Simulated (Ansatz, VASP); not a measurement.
**One calculation of Sn3Te2O, two programs**

```xyz
6
Lattice="6.3875 0.0000 0.0000 -3.1938 5.5318 0.0000 0.0000 0.0000 5.5513" Properties=species:S:1:pos:R:3 pbc="T T T"
Sn    1.5969    2.7659    2.7916
Sn    3.1938    0.0000    2.7916
Sn   -1.5969    2.7659    2.7916
Te    3.1938    1.8439    0.4887
Te    0.0000    3.6878    0.4887
O     0.0000    0.0000    2.8253
```

Change from the starting cell: species swapped into the ErCo3Ge2 type (P6mm, No. 183).

Alike in both runs: functional PBE; k mesh 6 × 6 × 8; occupations gaussian, width 0.1 eV; no spin polarisation.

Ansatz relaxed the structure, and its values are those at the end. VASP's run is a single point on that final structure, the one shown.

```csv
,VASP,Ansatz
version,VASP 6.6.1,Ansatz 0.2.0
potentials or method,"VASP PAW PBE potentials, release 64 (Sn_d, Te, O), cutoff 520 eV","scalar-relativistic, plane waves, PAW"
valence electrons in the cell,60,80
```

|  | VASP | Ansatz | Ansatz less VASP |
| --- | --- | --- | --- |
| gap on the k mesh at the Fermi level (eV) | none | none | - |
| pressure (GPa) | 0.0 | 0.0 | +0.02 |
| rms of the force components (eV/Å) | 0.004 | 0.003 | -0.0015 |

A gap of «none» marks a metal or a gap that the smearing closes. VASP's potentials hold 60 valence electrons a cell and Ansatz's 80, so a difference there can come from the potentials and not from the codes.

Spin-orbit coupling is off throughout.
